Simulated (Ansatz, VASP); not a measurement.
# BaLiF3 in VASP and in Ansatz

INCAR

```
PREC = Accurate ; ENCUT = 520
EDIFF = 1E-7 ; ISMEAR = 0
SIGMA = 0.05 ; LREAL = False
LASPH = True ; NELM = 100
ALGO = Normal ; ISIF = 2
LWAVE = False ; LCHARG = False
NBANDS = 25
```

Contents of KPOINTS:

```
regular mesh
0
Gamma
  6 6 6
```

File POSCAR:

```
BaLiF3
1.0
    4.1082390892      0.0000000000      0.0000000000
    0.0000000000      4.1082390892      0.0000000000
    0.0000000000      0.0000000000      3.9287529154
Ba Li F
1 1 3
Direct
    0.0000000000      0.0000000000      0.0000000000
    0.5000000000      0.5000000000      0.5000000000
    0.0000000000      0.5000000000      0.5000000000
    0.5000000000      0.5000000000      0.0000000000
    0.5000000000      0.0000000000      0.5000000000
```

Input for Ansatz:

```yaml
crystal:
  lattice:
    - [4.1082390892, 0.0, 0.0]
    - [0.0, 4.1082390892, 0.0]
    - [0.0, 0.0, 3.9287529154]
  atoms:
    - { symbol: Ba, position: [0.0, 0.0, 0.0] }
    - { symbol: Li, position: [0.5, 0.5, 0.5] }
    - { symbol: F, position: [0.0, 0.5, 0.5] }
    - { symbol: F, position: [0.5, 0.5, 0.0] }
    - { symbol: F, position: [0.5, 0.0, 0.5] }
basis:
  ecutwfc: 420
kpoints:
  mp_grid: { grid: [6, 6, 6] }
hamiltonian:
  xc: lda
scf:
  occupations: { method: gaussian, width: 0.05 }
output:
  forces: true
  stress: true
  eigenvalues: true
```

Change from the starting cell: strain +0.030 along x and y, -0.015 along z, atoms carried along.

Alike in both runs: task single point; functional LDA; k mesh 6 × 6 × 6; occupations gaussian, width 0.05 eV; no spin polarisation.

|  | VASP | Ansatz |
| --- | --- | --- |
| version | VASP 6.6.1 | Ansatz 0.2.0 |
| potentials or method | VASP PAW LDA potentials, release 64 (Ba_sv, Li_sv, F), cutoff 520 eV | scalar-relativistic, plane waves, PAW |
| valence electrons in the cell | 34 | 34 |

```tsv
	VASP	Ansatz	Ansatz less VASP
gap on the k mesh at the Fermi level (eV)	6.16	6.25	+0.090
least direct gap on the mesh (eV)	6.16	6.25	+0.090
```

LDA's correlation is that of Perdew and Zunger in VASP and of Perdew and Wang (1992) in Ansatz.

Spin-orbit coupling is off throughout. Noted on VASP's run: the cutoff is under 1.25 times that of the potentials, so the pressure is a little rough.
